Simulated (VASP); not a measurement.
ZrGe4Mo:

```xyz
6
Lattice="3.1073 0.0000 0.0000 -1.5536 2.6910 0.0000 0.0000 0.0000 12.3974" Properties=species:S:1:pos:R:3 pbc="T T T"
Zr    1.5536    0.8970    6.1987
Ge    0.0000    1.7940    7.7603
Ge    0.0000    0.0000   10.8864
Ge    0.0000    0.0000    1.5110
Ge    0.0000    1.7940    4.6372
Mo    1.5536    0.8970    0.0000
```

The cell was generated, and may not be a known phase.

```yaml
Program: VASP 6.6.1
Task: relaxation of cell and atoms
Functional: PBE
Potentials_or_basis: VASP PAW PBE potentials, release 64 (Zr_sv, Ge_d, Mo_sv)
Cutoff: 600 eV
k_mesh: 6 × 6 × 2
Occupations: gaussian, width 0.1 eV
Spin: no spin polarisation
```

At the start: pressure 46.2 GPa; volume 17.28 Å³/atom.

Task: How do energy, volume and symmetry change on relaxing?

Result: Over 19 steps the energy falls by 1169.7 meV/atom and the volume is 18.10 Å³/atom (+4.8 %); space group P-6m2 (No. 187, to 0.1 Å) before and after.

The path:
| step | energy change (eV) | largest force (eV/Å) | pressure (GPa) | volume (Å³) |
| --- | --- | --- | --- | --- |
| 1 | 0.0000 | 7.2998 | 46.18 | 103.66 |
| 2 | 0.4110 | 1.5850 | -16.05 | 197.58 |
| 3 | -5.0336 | 1.2961 | -6.45 | 137.94 |
| 4 | -5.1037 | 1.6415 | -4.39 | 134.54 |
| 5 | -5.1156 | 1.8960 | -2.80 | 132.26 |
| 6 | -5.6643 | 1.4753 | -3.28 | 127.55 |
| 7 | -6.3192 | 0.5039 | 1.27 | 113.24 |
| 8 | -6.3513 | 0.7237 | -0.52 | 115.99 |
| 9 | -6.5945 | 0.6255 | -0.05 | 113.09 |
| 10 | -6.8858 | 0.7731 | 5.94 | 104.20 |
| 11 | -6.9110 | 0.8887 | 2.97 | 107.36 |
| 12 | -6.9283 | 0.8836 | 3.94 | 106.12 |
| 13 | -6.9832 | 0.3896 | -1.19 | 109.70 |
| 14 | -6.9967 | 0.2565 | 0.25 | 108.56 |
| 15 | -7.0060 | 0.1927 | 0.02 | 108.67 |
| 16 | -7.0116 | 0.1039 | -0.33 | 108.83 |
| 17 | -7.0167 | 0.0961 | 0.19 | 108.31 |
| 18 | -7.0173 | 0.0928 | 0.39 | 108.08 |
| 19 | -7.0183 | 0.0216 | -0.19 | 108.62 |

Final structure:
```cif
data_structure
_symmetry_space_group_name_H-M 'P 1'
_symmetry_Int_Tables_number 1
_cell_length_a 3.1109
_cell_length_b 3.1109
_cell_length_c 12.9600
_cell_angle_alpha 90.000
_cell_angle_beta 90.000
_cell_angle_gamma 120.000
_cell_volume 108.62
loop_
_atom_site_label
_atom_site_type_symbol
_atom_site_fract_x
_atom_site_fract_y
_atom_site_fract_z
_atom_site_occupancy
Zr1 Zr 0.66667 0.33333 0.50000 1
Ge1 Ge 0.33333 0.66667 0.67820 1
Ge2 Ge 0.00000 0.00000 0.84971 1
Ge3 Ge 0.00000 0.00000 0.15029 1
Ge4 Ge 0.33333 0.66667 0.32180 1
Mo1 Mo 0.66667 0.33333 0.00000 1
```

Caveat: the k points lie up to 0.39 Å⁻¹ apart in the final cell, too coarse for converged energies and pressures of a metal.
